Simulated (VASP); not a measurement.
A run of VASP 6.6.1:

The input INCAR:

```
SYSTEM = InSb
ALGO = Normal ; EDIFF = 1E-6
ENCUT = 520 ; GGA = PE
ISIF = 2 ; ISMEAR = 0
LASPH = .TRUE. ; LCHARG = .FALSE.
LREAL = .FALSE. ; LWAVE = .FALSE.
NBANDS = 16 ; NELM = 80
PREC = Accurate ; SIGMA = 0.15
```

Contents of KPOINTS:

```
k-points
0
G
  14 14 14
  0 0 0
```

The input POSCAR:

```
InSb
1.0
    0.0000000000      3.2963209252      2.7478131233
    3.2963209252      0.0000000000      2.7478131233
    3.2963209252      3.2963209252      0.0000000000
In Sb
1 1
Direct
    0.0000000000      0.0000000000      0.0000000000
    0.5000000000      0.5000000000      0.5000000000
```

Potentials or basis: VASP PAW PBE potentials, release 64 (In_d, Sb).

The run is started by

```console
$ cat potpaw_PBE.64/In_d/POTCAR potpaw_PBE.64/Sb/POTCAR > POTCAR
$ mpirun -np 1 vasp_std > vasp.out
```

Hardware: 1 thread of AMD EPYC 9R45 96-Core Processor (Zen 5), on a shared host.

Task: Estimate the wall time of this run.

Result: It took 86 s on 1 thread of AMD EPYC 9R45 96-Core Processor (Zen 5), with other jobs on the host, peak memory 0.34 GiB. Counts: scf iterations 12, k points 244.
